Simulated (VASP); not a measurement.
# Au: single point with r2SCAN

Crystal: Au.

```xyz
1
Lattice="-1.6573 1.6573 1.6573 1.6573 -1.6573 1.6573 1.6573 1.6573 -1.6573" Properties=species:S:1:pos:R:3 pbc="T T T"
Au    0.0000    0.0000    0.0000
```

| Quantity | Value |
| --- | --- |
| Program | VASP 6.6.1 |
| Task | single point |
| Functional | r2SCAN |
| Potentials or basis | VASP PAW PBE potentials, release 64 (Au) |
| Cutoff | 520 eV |
| k mesh | 11 × 11 × 11 |
| Occupations | fermi-dirac, width 0.05 eV |
| Spin | no spin polarisation |
| Dipole correction | no |
| Further INCAR settings | ALGO = Normal; EDIFF = 1e-06; NBANDS = 12 |

| Item | Value |
| --- | --- |
| Pressure | -3.9 GPa |

Levels at points of the mesh, in eV from the Fermi level:
```tsv
k point	band 3	band 4	band 5	band 6	band 7	band 8	band 9	band 10
(0.00, 0.00, 0.00)	-4.67	-4.67	-2.89	-2.89	17.49	17.49	17.49	24.14
```

It took 70 s on 1 thread of Intel Xeon 8259CL, on a shared host, peak memory 0.15 GiB.

Caveat: the PAW data sets were made with another functional, which shifts forces and pressure a little; spin-orbit coupling is left out, which moves the levels of the heavy elements.
